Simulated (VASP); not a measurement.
Set up this calculation in VASP 6.6.1, as the native input.

```
Task                   : single point
Functional             : PBE
Potentials or basis    : VASP PAW PBE potentials, release 64 (Ga_d, Sn_d, O)
Cutoff                 : 520 eV
k mesh                 : 12 × 12 × 12
Occupations            : gaussian, width 0.1 eV
Spin                   : no spin polarisation
Dipole correction      : no
Further INCAR settings : ALGO = Normal; EDIFF = 1e-07; NBANDS = 41
```

The structure of Ga2SnO4 lies in POSCAR:

```
Ga2SnO4
1.0
    1.7598841392      1.0160695815      8.8679167586
   -1.7598841392      1.0160695815      8.8679167586
    0.0000000000     -2.0321391631      8.8679167586
Ga Sn O
2 1 4
Direct
    0.7879795166      0.7879795166      0.7879795166
    0.2120204834      0.2120204834      0.2120204834
    0.0000000000      0.0000000000      0.0000000000
    0.1357474454      0.1357474454      0.1357474454
    0.7199969008      0.7199969008      0.7199969008
    0.8642525546      0.8642525546      0.8642525546
    0.2800030992      0.2800030992      0.2800030992
```

One way to write it, as run:

INCAR

```
SYSTEM = Ga2SnO4
PREC = Accurate
ENCUT = 520
EDIFF = 1E-7
ISMEAR = 0
SIGMA = 0.1
LREAL = .False.
LASPH = .True.
NELM = 60
ALGO = Normal
ISIF = 2
LWAVE = .False.
LCHARG = .False.
GGA = PE
NBANDS = 41
```

KPOINTS

```
regular mesh
0
Gamma
  12 12 12
  0 0 0
```

Potentials or basis: VASP PAW PBE potentials, release 64 (Ga_d, Sn_d, O).

Run with:

```console
$ cat potpaw_PBE.64/Ga_d/POTCAR potpaw_PBE.64/Sn_d/POTCAR potpaw_PBE.64/O/POTCAR > POTCAR
$ mpirun -np 1 vasp_std > vasp.out
```

It gave:

```yaml
Pressure: 0.4 GPa
Largest_force: 0.044 eV/Å
Band_gap_on_the_k_mesh: zero (bands 32 and 33 overlap by 0.46 eV)
```

Caveat: semilocal functionals underestimate gaps, and a narrow one can read as zero; spin-orbit coupling is left out, which moves the levels of the heavy elements.

Run time: 45 min on 1 thread of Intel(R) Xeon(R) 6975P-C (Granite Rapids), with other jobs on the host, peak memory 1.1 GiB.
